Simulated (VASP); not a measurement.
# HfB (I4/mmm) in VASP: notebook

Runs on HfB. Level: PBE. Tasks: single point.

All numbers are computed with VASP 6.6.1; they aren't measurements. Logs are shortened: lines on timing, memory, paths and dates and some standing lists are left out, and cuts for length are marked.

### 1 The cell of the first run

It takes space group I4/mmm (No. 139, tetragonal). The conventional cell has a = 3.521 Å, b = 3.521 Å, c = 4.747 Å, α = 90.00°, β = 90.00°, γ = 90.00°. Hf (site symmetry 4/mmm) has 6 B at 2.37 to 2.49 Å within 3.1 Å. Within 3.1 Å of B (site symmetry 4/mmm) lie 6 Hf at 2.37 to 2.49 Å.

### 2 Single point, PBE (biaxial strain in the a-b plane: +3.0 %)

The input, INCAR:

```
SYSTEM = HfB
PREC = Accurate
ENCUT = 520
EDIFF = 1E-6
ISMEAR = 0
SIGMA = 0.1
LREAL = .FALSE.
LASPH = .TRUE.
NELM = 100
ALGO = Normal
ISIF = 2
LWAVE = .FALSE.
LCHARG = .FALSE.
GGA = PE
NBANDS = 21
```

The input, KPOINTS:

```
regular mesh
0
G
  12 12 10
  0 0 0
```

The input, POSCAR:

```
HfB
1.0
    2.4894052536      2.4894052536      0.0000000000
   -2.4894052536      2.4894052536      0.0000000000
    0.0000000000      0.0000000000      4.7467882700
Hf B
2 2
Direct
    0.5000000000      0.5000000000      0.0000000000
    0.0000000000      0.0000000000      0.5000000000
    0.0000000000      0.0000000000      0.0000000000
    0.5000000000      0.5000000000      0.5000000000
```

Potentials or basis: VASP PAW PBE potentials, release 64 (Hf_pv, B).

Command:

```bash
> cat potpaw_PBE.64/Hf_pv/POTCAR potpaw_PBE.64/B/POTCAR > POTCAR
> mpirun -np 1 vasp_std > vasp.out
```

OUTCAR:

```text
SYSTEM = HfB
   PREC = Accurate
   ENCUT = 520
   EDIFF = 1E-6
   ISMEAR = 0
   LREAL = .FALSE.
   LASPH = .TRUE.
   NELM = 100
   ISIF = 2
   GGA = PE

 ion  position               nearest neighbor table
   1  0.500  0.500  0.000-   4 2.37   4 2.37   3 2.49   3 2.49   3 2.49   3 2.49   2 3.44   2 3.44
                             2 3.44   2 3.44   2 3.44   2 3.44   2 3.44   2 3.44
   2  0.000  0.000  0.500-   3 2.37   3 2.37   4 2.49   4 2.49   4 2.49   4 2.49   1 3.44   1 3.44
                             1 3.44   1 3.44   1 3.44   1 3.44   1 3.44   1 3.44
   3  0.000  0.000  0.000-   2 2.37   2 2.37   1 2.49   1 2.49   1 2.49   1 2.49
   4  0.500  0.500  0.500-   1 2.37   1 2.37   2 2.49   2 2.49   2 2.49   2 2.49

  LATTYP: Found a simple tetragonal cell.
 ALAT       =     3.5205506719
 C/A-ratio  =     1.3483084643

  Lattice vectors:

 A1 = (   2.4894052536,   2.4894052536,   0.0000000000)
 A2 = (  -2.4894052536,   2.4894052536,   0.0000000000)
 A3 = (   0.0000000000,   0.0000000000,   4.7467882700)

Analysis of symmetry for initial positions (statically):
=====================================================================
 Subroutine PRICEL returns following result:

  LATTYP: Found a body centered tetragonal cell.
 ALAT       =     3.5205506719
 C/A-ratio  =     1.3483084643

  Lattice vectors:

 A1 = (   0.0000000000,  -2.4894052536,  -2.3733941350)
 A2 = (   0.0000000000,   2.4894052536,  -2.3733941350)
 A3 = (   2.4894052536,   0.0000000000,   2.3733941350)

   2 primitive cells build up your supercell.

 Routine SETGRP: Setting up the symmetry group for a
 simple tetragonal supercell.

 Subroutine GETGRP returns: Found 16 space group operations
 (whereof 16 operations were pure point group operations)
 out of a pool of 16 trial point group operations.

The static configuration has the point symmetry D_4h.

Analysis of symmetry for dynamics (positions and initial velocities):
=====================================================================
 Subroutine PRICEL returns following result:

  LATTYP: Found a body centered tetragonal cell.
 ALAT       =     3.5205506719
 C/A-ratio  =     1.3483084643

  Lattice vectors:

 A1 = (   0.0000000000,  -2.4894052536,  -2.3733941350)
 A2 = (   0.0000000000,   2.4894052536,  -2.3733941350)
 A3 = (   2.4894052536,   0.0000000000,   2.3733941350)

   2 primitive cells build up your supercell.

 Routine SETGRP: Setting up the symmetry group for a
 simple tetragonal supercell.

 Subroutine GETGRP returns: Found 16 space group operations
 (whereof 16 operations were pure point group operations)
 out of a pool of 16 trial point group operations.

The dynamic configuration has the point symmetry D_4h.

 Subroutine INISYM returns: Found 16 space group operations
 (whereof 16 operations are pure point group operations),
 and found     2 'primitive' translations

----------------------------------------------------------------------------------------

                                     Primitive cell

  volume of cell :      29.4165

  direct lattice vectors                    reciprocal lattice vectors
     0.000000000 -2.489405254 -2.373394135     0.200851187 -0.200851187 -0.210668760
     0.000000000  2.489405254 -2.373394135     0.200851187  0.200851187 -0.210668760
     2.489405254  0.000000000  2.373394135     0.401702374  0.000000000  0.000000000

  length of vectors
     3.439496800  3.439496800  3.439496800     0.353643500  0.353643500  0.401702374

  position of ions in fractional coordinates (direct lattice)
     0.500000000  0.500000000  0.000000000
     0.000000000  0.000000000  0.000000000

  ion indices of the primitive-cell ions
   primitive index   ion index
                 1           1
                 2           4

----------------------------------------------------------------------------------------

 KPOINTS: regular mesh

Automatic generation of k-mesh.
 Grid dimensions read from file:
 generate k-points for:   12   12   10

 Generating k-lattice:

  Cartesian coordinates                     Fractional coordinates (reciprocal lattice)
     0.016737599  0.016737599  0.000000000     0.083333333  0.000000000  0.000000000
    -0.016737599  0.016737599  0.000000000     0.000000000  0.083333333  0.000000000
     0.000000000  0.000000000  0.021066876     0.000000000  0.000000000  0.100000000

  Length of vectors
     0.023670539  0.023670539  0.021066876

  Shift w.r.t. Gamma in fractional coordinates (k-lattice)
     0.000000000  0.000000000  0.000000000

 Subroutine IBZKPT returns following result:
 ===========================================

 Found    168 irreducible k-points:

 Following reciprocal coordinates:
            Coordinates               Weight
  0.000000  0.000000  0.000000      1.000000
  0.083333  0.000000  0.000000      4.000000
  0.166667  0.000000  0.000000      4.000000
  0.250000  0.000000  0.000000      4.000000
  0.333333  0.000000  0.000000      4.000000
  0.416667  0.000000  0.000000      4.000000
[... 16 lines left out ...]
  0.333333  0.333333  0.000000      4.000000
  0.416667  0.333333  0.000000      8.000000
 [... further k-points ...]
   k-points           NKPTS =    168   k-points in BZ     NKDIM =    168   number of bands    NBANDS=     21
   number of dos      NEDOS =    301   number of ions     NIONS =      4
   total plane-waves  NPLWV =  28224
   dimension x,y,z NGX =    28 NGY =   28 NGZ =   36
   dimension x,y,z NGXF=    56 NGYF=   56 NGZF=   72
   ions per type =               2   2
   NGX,Y,Z   is equivalent  to a cutoff of  13.22, 13.22, 12.61 a.u.
   NGXF,Y,Z  is equivalent  to a cutoff of  26.44, 26.44, 25.22 a.u.
 SYSTEM =  HfB
   PREC   = accura    normal or accurate (medium, high low for compatibility)
   ISTART =      0    job   : 0-new  1-cont  2-samecut
   ICHARG =      2    charge: 1-file 2-atom 10-const
   ISPIN  =      1    spin polarized calculation?
   LNONCOLLINEAR =      F non collinear calculations
   LSORBIT =      F    spin-orbit coupling
   LASPH  =      T    aspherical Exc in radial PAW
   ENCUT  =  520.0 eV  38.22 Ry    6.18 a.u.   6.55  6.55  8.83*2*pi/ulx,y,z
   NELM   =    100;   NELMIN=  2; NELMDL= -5     # of ELM steps
   EDIFF  = 0.1E-05   stopping-criterion for ELM
   LREAL  =      F    real-space projection
[... 7 lines left out ...]
   TEBEG  =    0.0;   TEEND  =   0.0 temperature during run
   PSTRESS=    0.0 pullay stress
   NELECT =      26.0000    total number of electrons
   NUPDOWN=      -1.0000    fix difference up-down
   EMIN   =  10.00;   EMAX   =-10.00  energy-range for DOS
   EFERMI =   0.00;   METHOD = LEGACY
   ISMEAR =     0;   SIGMA  =   0.10  broadening in eV -4-tet -1-fermi 0-gaus
   EFERMI_NEDOS =   21; number of points for ismear=-14 and -15
   IALGO  =     38    algorithm
   IMIX   =      4    mixing-type and parameters
     AMIX     =   0.40;   BMIX     =  1.00
     AMIX_MAG =   1.60;   BMIX_MAG =  1.00
  volume/ion in A,a.u.               =      14.71        99.26
  Fermi-wavevector in a.u.,A,eV,Ry     =   1.246978  2.356447 21.156449  1.554955
  Thomas-Fermi vector in A             =   2.381131
   LORBIT       =      0    0 simple, 1 ext, 2 COOP (PROOUT), +10 PAW based schemes
   GGA     = PE    functional components
   LHFCALC =     F    Hartree Fock is set to
   AEXX    =    0.0000 exact exchange contribution
   IVDW    =     0    specifies the selected vdW correction
   LEPSILON=     F    determine dielectric tensor
   LRPA    =     F    only Hartree local field effects (RPA)
 non-spin polarized calculation
 Gauss-broadening in eV      SIGMA  =   0.10
  energy-cutoff  :      520.00
  volume of cell :       58.83
 maximum number of plane-waves:      1607
 NGX is ok and might be reduce to    28
   NGX = 13   NGY = 13   NGZ = 17

 number of electron      25.9999994 magnetization

 Free energy of the ion-electron system (eV)
  ---------------------------------------------------
  ext. energy  EPLUGINS =         0.00000000
  ---------------------------------------------------
  free energy    TOTEN  =       -34.79848957 eV

  energy without entropy =      -34.78684764  energy(sigma->0) =      -34.79266860

 E-fermi :   4.0326     XC(G=0): -11.4786

 val. band max:        4.0322979198   @ k =   0.1667   0.0833   0.4000
 cond. band min:       4.0604535913   @ k =   0.1667   0.0833   0.4000
 fundamental gap:      0.0281556716
 Fermi energy:         4.0325604316

 k-point     1 :       0.0000    0.0000    0.0000
  band No.  band energies     occupation
      1     -25.5067      2.00000
      2     -25.3510      2.00000
      3     -25.3510      2.00000
      4     -25.1952      2.00000
      5     -25.1952      2.00000
      6     -25.1580      2.00000
[... 13 lines left out ...]
     20       7.7704      0.00000
     21       9.2380      0.00000

 k-point     2 :       0.0833    0.0000    0.0000
  band No.  band energies     occupation
      1     -25.4999      2.00000
      2     -25.3596      2.00000
      3     -25.3470      2.00000
      4     -25.2095      2.00000
      5     -25.1965      2.00000
      6     -25.1630      2.00000
[... 13 lines left out ...]
     20       8.7375      0.00000
     21       9.6772      0.00000

 k-point     3 :       0.1667    0.0000    0.0000
  band No.  band energies     occupation
      1     -25.4801      2.00000
      2     -25.3825      2.00000
      3     -25.3357      2.00000
      4     -25.2488      2.00000
      5     -25.2006      2.00000
      6     -25.1778      2.00000
[... 13 lines left out ...]
     20      10.0923      0.00000
     21      10.2079      0.00000
[... 457 lines left out ...]
 k-point    23 :       0.3333    0.3333    0.0000
  band No.  band energies     occupation
      1     -25.4884      2.00000
      2     -25.4526      2.00000
      3     -25.3545      2.00000
      4     -25.3144      2.00000
      5     -25.2741      2.00000
      6     -25.2669      2.00000
[... 13 lines left out ...]
     20      10.5324      0.00000
     21      10.6073      0.00000

 k-point    24 :       0.4167    0.3333    0.0000
  band No.  band energies     occupation
      1     -25.5039      2.00000
      2     -25.4855      2.00000
      3     -25.3305      2.00000
      4     -25.3062      2.00000
      5     -25.2852      2.00000
      6     -25.2852      2.00000
[... 13 lines left out ...]
     20      10.4843      0.00000
     21      10.7100      0.00000

 [... further k-points ...]
[... 5 lines left out ...]
  --------------------------------------------------------------------------------------
  -------------------------------------------------------------------------------------
  Total       -3.8855144     -3.8855144      1.4692635      0.0000000      0.0000000     -0.0000000
  in kB     -105.8127611   -105.8127611     40.0119042      0.0000000      0.0000000     -0.0000000
  external PRESSURE =     -57.2045393 kB  Pullay stress =       0.0000000 kB

 VOLUME and BASIS-vectors are now :
 -----------------------------------------------------------------------------
  energy-cutoff  :      520.00
  volume of cell :       58.83
      direct lattice vectors                 reciprocal lattice vectors
     2.489405254  2.489405254  0.000000000     0.200851187  0.200851187  0.000000000
    -2.489405254  2.489405254  0.000000000    -0.200851187  0.200851187  0.000000000
     0.000000000  0.000000000  4.746788270     0.000000000  0.000000000  0.210668760

 POSITION                                       TOTAL-FORCE (eV/Angst)
 -----------------------------------------------------------------------------------
      0.00000      2.48941      0.00000        -0.000000     -0.000000      0.000000
      0.00000      0.00000      2.37339         0.000000     -0.000000      0.000000
      0.00000      0.00000      0.00000         0.000000      0.000000      0.000000
      0.00000      2.48941      2.37339         0.000000      0.000000     -0.000000
 -----------------------------------------------------------------------------------
    total drift:                               -0.000000      0.000000     -0.000000

  FREE ENERGIE OF THE ION-ELECTRON SYSTEM (eV)
  ---------------------------------------------------
  free  energy   TOTEN  =       -34.7984895709 eV

  energy  without entropy=      -34.7868476368  energy(sigma->0) =      -34.79266860
```

It took 83 s on 1 thread of Intel Xeon 6975P-C (Granite Rapids), shared host; peak memory 0.3 GiB.

Results:

- Free energy: -34.7985 eV
- Pressure: -5.7 GPa
- Band gap on the k mesh: zero (band 13 reaches 5.96 eV, above the bottom of band 14 at 2.65 eV)

Levels at points of the mesh, in eV from the Fermi level:
| k point | band 12 | band 13 | band 14 | band 15 | band 16 | band 17 |
| --- | --- | --- | --- | --- | --- | --- |
| (0.00, 0.00, 0.00) | 1.63 | 1.87 | 1.87 | 2.33 | 3.33 | 3.41 |
| (0.50, 0.00, 0.00) | -0.80 | -0.63 | -0.63 | 3.86 | 3.86 | 5.43 |
| (0.50, 0.50, 0.00) | -0.65 | 1.93 | 1.93 | 2.02 | 2.02 | 5.06 |
| (0.00, 0.00, 0.50) | 0.49 | 1.00 | 1.00 | 1.00 | 1.00 | 4.16 |
| (0.50, 0.00, 0.50) | -1.15 | -1.03 | -1.03 | 5.24 | 5.24 | 5.60 |
| (0.50, 0.50, 0.50) | -1.50 | -1.39 | -1.39 | 5.17 | 5.17 | 5.17 |

Caveat: the cell differs from its parent crystal (biaxial strain in the a-b plane: +3.0 %); spin-orbit coupling is left out, which moves the levels of the heavy elements.

### 3 Single point, PBE (biaxial strain in the a-b plane: +3.0 %, then relaxed in part)

The input, INCAR:

```
  PREC = Accurate
  ENCUT = 520
  EDIFF = 1E-6
  ISMEAR = 0
  SIGMA = 0.1
  LREAL = False
  LASPH = True
  NELM = 60
  ALGO = Normal
  ISIF = 2
  LWAVE = False
  LCHARG = False
  GGA = PE
  NBANDS = 21
```

The input, KPOINTS:

```
regular mesh
0
Gamma
  12 12 10
```

Edit POSCAR of step 2 so:

```diff
@@ -4,3 +4,3 @@
    -2.4894052536      2.4894052536      0.0000000000
-    0.0000000000      0.0000000000      4.7467882700
+    0.0000000000      0.0000000000      4.7935692505
 Hf B
```

Potentials or basis: VASP PAW PBE potentials, release 64 (Hf_pv, B).

Command:

```bash
> cat potpaw_PBE.64/Hf_pv/POTCAR potpaw_PBE.64/B/POTCAR > POTCAR
> mpirun -np 1 vasp_std > vasp.out
```

Wall time 71 s (1 thread of Intel Xeon 6975P-C (Granite Rapids), shared host); peak memory 0.31 GiB.

The run converged. Its results:

```
Free energy            : -34.8058 eV
Pressure               : -7.4 GPa
Band gap on the k mesh : zero (band 13 reaches 5.86 eV, above the bottom of band 14 at 2.63 eV)
```

Stress tensor (GPa, compression positive):
```
-11.11   0.00   0.00
  0.00 -11.11   0.00
  0.00   0.00   0.03
```

Levels at points of the mesh, in eV from the Fermi level:
```
           k point  band 11  band 12  band 13  band 14  band 15  band 16  band 17  band 18
(0.00, 0.00, 0.00)     1.65     1.65     1.88     1.88     2.24     3.34     3.40     3.40
(0.50, 0.00, 0.00)    -0.85    -0.85    -0.64    -0.64     3.85     3.85     5.41     5.41
(0.50, 0.50, 0.00)    -0.64    -0.64     1.88     1.88     1.95     1.95     5.04     5.04
(0.00, 0.00, 0.50)     0.47     0.47     1.05     1.05     1.05     1.05     4.14     4.14
(0.50, 0.00, 0.50)    -1.12    -1.12    -1.02    -1.02     5.22     5.22     5.49     5.49
(0.50, 0.50, 0.50)    -1.47    -1.47    -1.35    -1.35     5.02     5.02     5.02     5.02
```

Caveat: the cell differs from its parent crystal (biaxial strain in the a-b plane: +3.0 %, then relaxed in part); spin-orbit coupling is left out, which moves the levels of the heavy elements.
